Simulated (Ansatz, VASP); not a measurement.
# ZrPdSe4: VASP beside Ansatz

INCAR

```
  ALGO = Normal
  EDIFF = 1E-6
  ENCUT = 520
  GGA = PE
  ISIF = 2
  ISMEAR = 0
  LASPH = T
  LCHARG = F
  LREAL = F
  LWAVE = F
  NBANDS = 32
  NELM = 80
  PREC = Accurate
  SIGMA = 0.1
```

Contents of KPOINTS:

```
k-points
0
Gamma
  4 4 4
```

POSCAR

```
ZrPdSe4
1.0
   -3.4181966500      3.4181966500      2.7413183500
    3.4181966500     -3.4181966500      2.7413183500
    3.4181966500      3.4181966500     -2.7413183500
Zr Pd Se
1 1 4
Direct
    0.0000000000      0.0000000000      0.0000000000
    0.5000000000      0.5000000000      0.0000000000
    0.9129716200      0.4129716200      0.8259432300
    0.5870283800      0.0870283800      0.1740567700
    0.0870283800      0.9129716200      0.5000000000
    0.4129716200      0.5870283800      0.5000000000
```

Input for Ansatz:

```yaml
crystal:
  lattice:
    - [-3.41819665, 3.41819665, 2.74131835]
    - [3.41819665, -3.41819665, 2.74131835]
    - [3.41819665, 3.41819665, -2.74131835]
  atoms:
    - { symbol: Zr, position: [0.0, 0.0, 0.0] }
    - { symbol: Pd, position: [0.5, 0.5, 0.0] }
    - { symbol: Se, position: [0.91297162, 0.41297162, 0.82594323] }
    - { symbol: Se, position: [0.58702838, 0.08702838, 0.17405677] }
    - { symbol: Se, position: [0.08702838, 0.91297162, 0.5] }
    - { symbol: Se, position: [0.41297162, 0.58702838, 0.5] }
basis:
  ecutwfc: 420
kpoints:
  mp_grid: { grid: [4, 4, 4] }
hamiltonian:
  xc: pbe
scf:
  occupations: { method: gaussian, width: 0.1 }
  lower_state_search: "off"
output:
  forces: true
  stress: true
  eigenvalues: true
```

Change from the starting cell: species swapped into the MnFeSn4 type (I422, No. 97).

Alike in both runs: task single point; functional PBE; k mesh 4 × 4 × 4; occupations gaussian, width 0.1 eV; no spin polarisation.

|  | VASP | Ansatz |
| --- | --- | --- |
| version | VASP 6.6.1 | Ansatz 0.2.0 |
| potentials or method | VASP PAW PBE potentials, release 64 (Zr_sv, Pd, Se), cutoff 520 eV | scalar-relativistic, plane waves, PAW |
| valence electrons in the cell | 46 | 94 |

Ansatz gave:

```
gap on the k mesh at the Fermi level (eV)                     : none
pressure (GPa)                                                : -3.7
traceless stress, the component that is largest in VASP (GPa) : 7.23
rms of the force components (eV/Å)                            : 0.019
```

Problem. What did VASP give for the same quantities?

Solution. gap on the k mesh at the Fermi level (eV): none; pressure (GPa): -3.6; traceless stress, the component that is largest in VASP (GPa): 7.27; rms of the force components (eV/Å): 0.019.

Atom by atom the forces differ by 0.000 eV/Å (rms over components). A gap of «none» marks a metal or a gap that the smearing closes. The functional is the same, so the differences come from potentials, cutoffs and numerics. VASP's potentials hold 46 valence electrons a cell and Ansatz's 94, so a difference there can come from the potentials and not from the codes.

The k mesh is coarse, so the values compare programs but aren't converged.
